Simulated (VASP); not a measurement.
Input of a VASP 6.6.1 run:

POSCAR

```
BN
1.0
    2.5439499968      0.0000000000      0.0000000000
   -1.2719749984      2.2031253232      0.0000000000
    0.0000000000      0.0000000000      4.2078153299
B N
2 2
Direct
    0.3333333333      0.6666666667      0.0002034648
    0.6666666667      0.3333333333      0.5002034648
    0.3333333333      0.6666666667      0.3747965352
    0.6666666667      0.3333333333      0.8747965352
```

The input INCAR.step1:

```
  PREC = Accurate
  ENCUT = 520
  EDIFF = 1E-5
  ISMEAR = 0
  SIGMA = 0.01
  LREAL = False
  LASPH = True
  NELM = 80
  ALGO = Normal
  ISIF = 2
  LWAVE = True
  LCHARG = False
  GGA = PE
  NBANDS = 16
```

The input INCAR.step2:

```
  PREC = Accurate
  ENCUT = 520
  EDIFF = 1E-7
  ISMEAR = 0
  SIGMA = 0.01
  LREAL = False
  LASPH = True
  NELM = 80
  ALGO = Normal
  ISIF = 2
  LWAVE = False
  LCHARG = False
  GGA = PE
  LHFCALC = True
  HFSCREEN = 0.2079
  PRECFOCK = Normal
  ISTART = 1
  NBANDS = 16
```

KPOINTS

```
regular mesh
0
Gamma
  6 6 4
```

Potentials or basis: VASP PAW PBE potentials, release 64 (B, N).

The run is started by

```sh
$ cat potpaw_PBE.64/B/POTCAR potpaw_PBE.64/N/POTCAR > POTCAR
$ cp INCAR.step1 INCAR
$ mpirun -np 1 vasp_std > vasp.out
$ cp INCAR.step2 INCAR
$ mpirun -np 1 vasp_std > vasp.out
```

(1) Predict the pressure.

(2) Predict the largest force.

Results:

(1) -3.9 GPa.

(2) 0.013 eV/Å.

Caveat: the k points lie up to 0.48 Å⁻¹ apart; the PAW data sets were made with another functional, which shifts forces and pressure a little.
